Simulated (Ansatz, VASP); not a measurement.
## TaN: VASP beside Ansatz

```xyz
2
Lattice="0.0000 2.1963 2.1963 2.1963 0.0000 2.1963 2.1963 2.1963 0.0000" Properties=species:S:1:pos:R:3 pbc="T T T"
Ta    0.0000    0.0000    0.0000
N     2.1963    2.1963    2.1963
```

Alike in both runs: task relaxation of cell and atoms; functional PBE; k mesh 16 × 16 × 16; occupations gaussian, width 0.1 eV; no spin polarisation.

|  | VASP | Ansatz |
| --- | --- | --- |
| version | VASP 6.6.1 | Ansatz 0.2.0 |
| potentials or method | VASP PAW PBE potentials, release 64 (Ta_pv, N), cutoff 600 eV | scalar-relativistic, plane waves, PAW |
| valence electrons in the cell | 16 | 18 |

```tsv
	VASP	Ansatz	Ansatz less VASP
gap on the k mesh at the Fermi level, each at its own relaxed structure (eV)	none	none	-
relaxed volume (Å³/atom)	10.79	10.77	-0.021
relaxed cell length with the largest relative difference (Å)	3.126	3.123	-0.0020
```

A gap of «none» marks a metal or a gap that the smearing closes. VASP's potentials hold 16 valence electrons a cell and Ansatz's 18, so a difference there can come from the potentials and not from the codes.

Neither program's run includes spin-orbit coupling.
